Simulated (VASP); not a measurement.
A run of VASP 6.6.1:

Contents of INCAR:

```
SYSTEM = TiCo3
PREC = Accurate
ENCUT = 520
EDIFF = 1E-6
ISMEAR = -1
SIGMA = 0.05
LREAL = .False.
LASPH = .True.
NELM = 150
ALGO = Normal
ISIF = 2
LWAVE = .False.
LCHARG = .False.
ISPIN = 2
MAGMOM = 2 2 2 1
LORBIT = 11
LMAXMIX = 4
GGA = PS
NBANDS = 32
```

Contents of KPOINTS:

```
regular mesh
0
Gamma
  8 8 8
  0 0 0
```

The input POSCAR:

```
TiCo3
1.0
    3.4981019942      0.0000000000      0.0000000000
    0.0000000000      3.4981019942      0.0000000000
    0.0000000000      0.0000000000      3.4981019942
Co Ti
3 1
Direct
    0.5000000000      0.5000000000      0.0000000000
    0.5000000000      0.0000000000      0.5000000000
    0.0000000000      0.5000000000      0.5000000000
    0.0000000000      0.0000000000      0.0000000000
```

Potentials or basis: VASP PAW PBE potentials, release 64 (Co, Ti_sv).

The run is started by

```console
$ cat potpaw_PBE.64/Co/POTCAR potpaw_PBE.64/Ti_sv/POTCAR > POTCAR
$ mpirun -np 1 vasp_std > vasp.out
```

Hardware: 1 thread of Intel(R) Xeon(R) Platinum 8559C (Emerald Rapids), on a shared host.

Task: Estimate the wall time of this run.

Result: Wall time 87 s on 1 thread of Intel(R) Xeon(R) Platinum 8559C (Emerald Rapids), on a shared host, peak memory 0.22 GiB. Counts: scf iterations 20, k points 35.
